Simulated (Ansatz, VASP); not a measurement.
# Two plane-wave programs on TiO2

File POSCAR:

```
TiO2
1.0
   -4.3507577183      4.3507577183      1.8875555959
    4.3507577183     -4.3507577183      1.8875555959
    4.3507577183      4.3507577183     -1.8875555959
Ti O
4 8
Direct
    0.2922817025      0.0028552475      0.2951369500
    0.0028552475      0.7077182975      0.7105735450
    0.9971447525      0.2922817025      0.2894264550
    0.7077182975      0.9971447525      0.7048630500
    0.4988638225      0.1507847150      0.6496485375
    0.1616620125      0.8403974050      0.0020594175
    0.1507847150      0.5011361775      0.6519208925
    0.1596025950      0.1616620125      0.3212646075
    0.8403974050      0.8383379875      0.6787353925
    0.8492152850      0.4988638225      0.3480791075
    0.8383379875      0.1596025950      0.9979405825
    0.5011361775      0.8492152850      0.3503514625
```

The input INCAR.step1:

```
SYSTEM = TiO2
PREC = Accurate
ENCUT = 520
ISMEAR = 0
SIGMA = 0.02
LREAL = .FALSE.
LASPH = .TRUE.
NELM = 60
NBANDS = 60
GGA = PE
ALGO = Normal
EDIFF = 1E-4
LWAVE = .TRUE.
LCHARG = .FALSE.
KPAR = 4
```

The input INCAR.step2:

```
SYSTEM = TiO2
PREC = Accurate
ENCUT = 520
EDIFF = 1E-6
ISMEAR = 0
SIGMA = 0.02
LREAL = .FALSE.
LASPH = .TRUE.
NELM = 60
ALGO = Normal
ISIF = 2
LWAVE = .FALSE.
LCHARG = .FALSE.
METAGGA = R2SCAN
LMIXTAU = .TRUE.
NBANDS = 60
ISTART = 1
KPAR = 4
```

Contents of KPOINTS:

```
regular mesh
0
G
  8 8 8
  0 0 0
```

Input for Ansatz:

```yaml
crystal:
  lattice:
    - [-4.3507577183, 4.3507577183, 1.8875555959]
    - [4.3507577183, -4.3507577183, 1.8875555959]
    - [4.3507577183, 4.3507577183, -1.8875555959]
  atoms:
    - { symbol: Ti, position: [0.2922817025, 0.0028552475, 0.29513695] }
    - { symbol: Ti, position: [0.0028552475, 0.7077182975, 0.710573545] }
    - { symbol: Ti, position: [0.9971447525, 0.2922817025, 0.289426455] }
    - { symbol: Ti, position: [0.7077182975, 0.9971447525, 0.70486305] }
    - { symbol: O, position: [0.4988638225, 0.150784715, 0.6496485375] }
    - { symbol: O, position: [0.1616620125, 0.840397405, 0.0020594175] }
    - { symbol: O, position: [0.150784715, 0.5011361775, 0.6519208925] }
    - { symbol: O, position: [0.159602595, 0.1616620125, 0.3212646075] }
    - { symbol: O, position: [0.840397405, 0.8383379875, 0.6787353925] }
    - { symbol: O, position: [0.849215285, 0.4988638225, 0.3480791075] }
    - { symbol: O, position: [0.8383379875, 0.159602595, 0.9979405825] }
    - { symbol: O, position: [0.5011361775, 0.849215285, 0.3503514625] }
basis:
  ecutwfc: 500
kpoints:
  mp_grid: { grid: [8, 8, 8] }
hamiltonian:
  xc: r2scan
scf:
  occupations: { method: gaussian, width: 0.02 }
output:
  forces: true
  stress: true
  eigenvalues: true
  write_density: true
  write_potential: true
  elf: true
  volumetric_format: npy
```

Alike in both runs: task single point; functional r2SCAN; k mesh 8 × 8 × 8; occupations gaussian, width 0.02 eV; no spin polarisation.

```csv
,VASP,Ansatz
version,VASP 6.6.1,Ansatz 0.2.0
potentials or method,"VASP PAW PBE potentials, release 64 (Ti_sv, O), cutoff 520 eV","scalar-relativistic, plane waves, PAW"
valence electrons in the cell,96,96
```

Ansatz gave:

| Quantity | Value |
| --- | --- |
| gap on the k mesh at the Fermi level (eV) | 2.01 |
| least direct gap on the mesh (eV) | 2.72 |
| pressure (GPa) | -1.3 |
| traceless stress, the component that is largest in VASP (GPa) | 0.65 |
| rms of the force components (eV/Å) | 0.104 |

Problem. What did VASP give for the same quantities?

Solution. gap on the k mesh at the Fermi level (eV): 2.02; least direct gap on the mesh (eV): 2.73; pressure (GPa): -0.2; traceless stress, the component that is largest in VASP (GPa): 0.62; rms of the force components (eV/Å): 0.059.

VASP's potentials were made for PBE, not for r2SCAN. Atom by atom the forces differ by 0.046 eV/Å (rms over components).
